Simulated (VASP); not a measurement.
# Ti (Im-3m) in VASP: single point with LDA

Aim: the single point of Ti with LDA.

Program: VASP 6.6.1. These are calculated values, not measurements. Logs are shortened: lines on timing, memory, paths and dates and some standing lists are left out, and cuts for length are marked.

### Step 1. The cell of the first run

It takes space group Im-3m (No. 229, cubic). Conventional cell: a = 3.165 Å, b = 3.165 Å, c = 3.165 Å, α = 90.00°, β = 90.00°, γ = 90.00°. Within 3.6 Å of Ti (site symmetry m-3m) lie 14 Ti at 2.74 to 3.17 Å.

This isn't the form of Ti at room conditions, which is hcp.

### Step 2. Single point, LDA

File INCAR:

```
  PREC = Accurate
  ENCUT = 500
  EDIFF = 1E-6
  ISMEAR = 0
  SIGMA = 0.15
  LREAL = F
  LASPH = T
  NELM = 120
  ALGO = Normal
  ISIF = 2
  LWAVE = F
  LCHARG = F
  NBANDS = 32
  GGA_COMPAT = F
```

File KPOINTS:

```
regular mesh
0
Gamma
  17 17 5
```

File POSCAR:

```
Ti
1.0
   -1.5825035764      1.5825035764     -1.5825035764
   -1.5825035764     -1.5825035764      1.5825035764
    0.0000000000      6.3300143055      6.3300143055
Ti
4
Direct
    0.0000000000      0.0000000000      0.0000000000
    0.5000000000      0.5000000000      0.2500000000
    0.0000000000      0.0000000000      0.5000000000
    0.5000000000      0.5000000000      0.7500000000
```

Potentials or basis: VASP PAW LDA potentials, release 64 (Ti_sv).

The run is started by

```console
$ cat potpaw_LDA.64/Ti_sv/POTCAR > POTCAR
$ mpirun -np 1 vasp_std > vasp.out
```

OUTCAR:

```text
PREC = Accurate
   ENCUT = 500
   EDIFF = 1E-6
   ISMEAR = 0
   LREAL = F
   LASPH = T
   NELM = 120
   ISIF = 2

 ion  position               nearest neighbor table
   1  0.000  0.000  0.000-   2 2.74   4 2.74   2 2.74   4 2.74
   2  0.500  0.500  0.250-   1 2.74   3 2.74   1 2.74   3 2.74
   3  0.000  0.000  0.500-   2 2.74   4 2.74   2 2.74   4 2.74
   4  0.500  0.500  0.750-   1 2.74   3 2.74   1 2.74   3 2.74

  LATTYP: Found a base centered orthorhombic cell.
 ALAT       =     3.1650071528
 B/A-ratio  =     1.4142135624
 C/A-ratio  =     2.8284271247

  Lattice vectors:

 A1 = (  -1.5825035764,   1.5825035764,  -1.5825035764)
 A2 = (  -1.5825035764,  -1.5825035764,   1.5825035764)
 A3 = (   0.0000000000,   6.3300143055,   6.3300143055)

Analysis of symmetry for initial positions (statically):
=====================================================================
 Subroutine PRICEL returns following result:

  LATTYP: Found a body centered cubic cell.
 ALAT       =     3.1650071528

  Lattice vectors:

 A1 = (   1.5825035764,   1.5825035764,  -1.5825035764)
 A2 = (  -1.5825035764,  -1.5825035764,  -1.5825035764)
 A3 = (  -1.5825035764,   1.5825035764,   1.5825035764)

   4 primitive cells build up your supercell.

 Routine SETGRP: Setting up the symmetry group for a
 base centered orthorhombic supercell.

 Subroutine GETGRP returns: Found  8 space group operations
 (whereof  8 operations were pure point group operations)
 out of a pool of  8 trial point group operations.

The static configuration has the point symmetry D_2h.

Analysis of symmetry for dynamics (positions and initial velocities):
=====================================================================
 Subroutine PRICEL returns following result:

  LATTYP: Found a body centered cubic cell.
 ALAT       =     3.1650071528

  Lattice vectors:

 A1 = (   1.5825035764,   1.5825035764,  -1.5825035764)
 A2 = (  -1.5825035764,  -1.5825035764,  -1.5825035764)
 A3 = (  -1.5825035764,   1.5825035764,   1.5825035764)

   4 primitive cells build up your supercell.

 Routine SETGRP: Setting up the symmetry group for a
 base centered orthorhombic supercell.

 Subroutine GETGRP returns: Found  8 space group operations
 (whereof  8 operations were pure point group operations)
 out of a pool of  8 trial point group operations.

[... 93 lines left out ...]
   LNONCOLLINEAR =      F non collinear calculations
   LSORBIT =      F    spin-orbit coupling
   LASPH  =      T    aspherical Exc in radial PAW
   ENCUT  =  500.0 eV  36.75 Ry    6.06 a.u.   5.00  5.00 16.32*2*pi/ulx,y,z
   NELM   =    120;   NELMIN=  2; NELMDL= -5     # of ELM steps
   EDIFF  = 0.1E-05   stopping-criterion for ELM
   LREAL  =      F    real-space projection
   EDIFFG = 0.1E-04   stopping-criterion for IOM
   NSW    =      0    number of steps for IOM
   IBRION =     -1    ionic relax: 0-MD 1-quasi-New 2-CG
   NFREE  =      0    steps in history (QN), initial steepest desc. (CG)
   ISIF   =      2    stress and relaxation
   ISYM   =      2    0-nonsym 1-usesym 2-fastsym
   POTIM  = 0.5000    time-step for ionic-motion
   TEBEG  =    0.0;   TEEND  =   0.0 temperature during run
   PSTRESS=    0.0 pullay stress
   NELECT =      48.0000    total number of electrons
   NUPDOWN=      -1.0000    fix difference up-down
   EMIN   =  10.00;   EMAX   =-10.00  energy-range for DOS
   EFERMI =   0.00;   METHOD = LEGACY
   ISMEAR =     0;   SIGMA  =   0.15  broadening in eV -4-tet -1-fermi 0-gaus
   EFERMI_NEDOS =   21; number of points for ismear=-14 and -15
   IALGO  =     38    algorithm
   IMIX   =      4    mixing-type and parameters
     AMIX     =   0.40;   BMIX     =  1.00
     AMIX_MAG =   1.60;   BMIX_MAG =  1.00
  volume/ion in A,a.u.               =      15.85       106.98
  Fermi-wavevector in a.u.,A,eV,Ry     =   1.492006  2.819482 30.287680  2.226082
  Thomas-Fermi vector in A             =   2.604589
   LORBIT       =      0    0 simple, 1 ext, 2 COOP (PROOUT), +10 PAW based schemes
   GGA     = CA    functional components
   LHFCALC =     F    Hartree Fock is set to
   AEXX    =    0.0000 exact exchange contribution
   IVDW    =     0    specifies the selected vdW correction
   LEPSILON=     F    determine dielectric tensor
   LRPA    =     F    only Hartree local field effects (RPA)
 non-spin polarized calculation
 Gauss-broadening in eV      SIGMA  =   0.15
  energy-cutoff  :      500.00
  volume of cell :       63.41
 maximum number of plane-waves:      1636
   NGX =  9   NGY =  9   NGZ = 33

 number of electron      48.0000013 magnetization

 Free energy of the ion-electron system (eV)
  ---------------------------------------------------
  ext. energy  EPLUGINS =         0.00000000
  ---------------------------------------------------
  free energy    TOTEN  =       -33.89066057 eV

  energy without entropy =      -33.80076013  energy(sigma->0) =      -33.84571035

 E-fermi :   8.8252     XC(G=0): -12.2232

 val. band max:        8.8242867649   @ k =  -0.4706   0.4706   0.4000
 cond. band min:       8.8253307553   @ k =   0.2353   0.0000   0.0000
 fundamental gap:      0.0010439905
 Fermi energy:         8.8251869951

 k-point     1 :       0.0000    0.0000    0.0000
  band No.  band energies     occupation
      1     -46.8419      2.00000
      2     -46.7427      2.00000
      3     -46.7427      2.00000
      4     -46.6416      2.00000
      5     -23.8674      2.00000
      6     -23.4148      2.00000
[... 829 lines left out ...]
     31      11.0081      0.00000
     32      11.5140      0.00000

 [... further k-points ...]

------------------------ aborting loop because EDIFF is reached ----------------------------------------

  FORCE on cell =-STRESS in cart. coord.  units (eV):
  Direction    XX          YY          ZZ          XY          YZ          ZX
  --------------------------------------------------------------------------------------
  -------------------------------------------------------------------------------------
  Total       -0.0348210     -0.0156495     -0.0156495      0.0000000      0.0001231      0.0000000
  in kB       -0.8798270     -0.3954184     -0.3954184      0.0000000      0.0031115      0.0000000
  external PRESSURE =      -0.5568879 kB  Pullay stress =       0.0000000 kB

 VOLUME and BASIS-vectors are now :
 -----------------------------------------------------------------------------
  energy-cutoff  :      500.00
  volume of cell :       63.41
      direct lattice vectors                 reciprocal lattice vectors
    -1.582503576  1.582503576 -1.582503576    -0.315955052  0.157977526 -0.157977526
    -1.582503576 -1.582503576  1.582503576    -0.315955052 -0.157977526  0.157977526
     0.000000000  6.330014305  6.330014305     0.000000000  0.078988763  0.078988763

 POSITION                                       TOTAL-FORCE (eV/Angst)
 -----------------------------------------------------------------------------------
      0.00000      0.00000      0.00000         0.000000      0.000000     -0.000000
     -1.58250      1.58250      1.58250        -0.000000      0.000000      0.000000
      0.00000      3.16501      3.16501         0.000000      0.000000      0.000000
     -1.58250      4.74751      4.74751        -0.000000     -0.000000     -0.000000
 -----------------------------------------------------------------------------------
    total drift:                               -0.000000      0.000000      0.000000

  FREE ENERGIE OF THE ION-ELECTRON SYSTEM (eV)
  ---------------------------------------------------
  free  energy   TOTEN  =       -33.8906605746 eV

  energy  without entropy=      -33.8007601270  energy(sigma->0) =      -33.84571035
```

stdout:

```text
POSCAR found type information on POSCAR Ti
 POSCAR found :  1 types and       4 ions
 scaLAPACK will be used
 LDA part: xc-table for (Slater(with rela. corr.)+CA(PZ))
 , standard interpolation
 POSCAR, INCAR and KPOINTS ok, starting setup
 FFT: planning ... GRIDC
 FFT: planning ... GRID_SOFT
 FFT: planning ... GRID
 WAVECAR not read
 entering main loop
```

Run time: 6 min. Hardware: 1 thread of Intel Xeon Platinum 8259CL at 2.50GHz (Skylake/Cascade Lake), shared host; peak memory 0.4 GiB.

Results:

```yaml
Free_energy: -33.8907 eV
Pressure: -0.1 GPa
Band_gap_on_the_k_mesh: zero (bands 24 and 25 overlap by 1.31 eV)
```
